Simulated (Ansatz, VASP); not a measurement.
# LaSc in VASP and in Ansatz

The input INCAR:

```
PREC = Accurate
ENCUT = 520
EDIFF = 1E-7
ISMEAR = 0
SIGMA = 0.1
LREAL = False
LASPH = True
NELM = 60
ALGO = Fast
ISIF = 2
LWAVE = False
LCHARG = True
GGA = PE
LELF = True
LVHAR = True
NBANDS = 18
```

KPOINTS

```
Automatic mesh
0
Gamma
  14 14 14
```

File POSCAR:

```
LaSc
1.0
    3.8674468179      0.0000000000      0.0000000000
    0.0000000000      3.8674468179      0.0000000000
    0.0000000000      0.0000000000      3.8674468179
La Sc
1 1
Direct
    0.0000000000      0.0000000000      0.0000000000
    0.5000000000      0.5000000000      0.5000000000
```

Input for Ansatz:

```yaml
crystal:
  lattice:
    - [3.8674468179, 0.0, 0.0]
    - [0.0, 3.8674468179, 0.0]
    - [0.0, 0.0, 3.8674468179]
  atoms:
    - { symbol: La, position: [0.0, 0.0, 0.0] }
    - { symbol: Sc, position: [0.5, 0.5, 0.5] }
basis:
  ecutwfc: 420
kpoints:
  mp_grid: { grid: [14, 14, 14] }
hamiltonian:
  xc: pbe
scf:
  occupations: { method: gaussian, width: 0.1 }
output:
  forces: true
  stress: true
  eigenvalues: true
```

Alike in both runs: task single point; functional PBE; k mesh 14 × 14 × 14; occupations gaussian, width 0.1 eV; no spin polarisation.

|  | VASP | Ansatz |
| --- | --- | --- |
| version | VASP 6.6.1 | Ansatz 0.2.0 |
| potentials or method | VASP PAW PBE potentials, release 64 (La, Sc_sv), cutoff 520 eV | scalar-relativistic, plane waves, PAW |
| valence electrons in the cell | 22 | 22 |

```csv
,VASP,Ansatz,Ansatz less VASP
gap on the k mesh at the Fermi level (eV),none,none,-
pressure (GPa),2.5,2.5,-0.08
```

A gap of «none» marks a metal or a gap that the smearing closes. The functional is the same, so the differences come from potentials, cutoffs and numerics.

Neither program's run includes spin-orbit coupling.
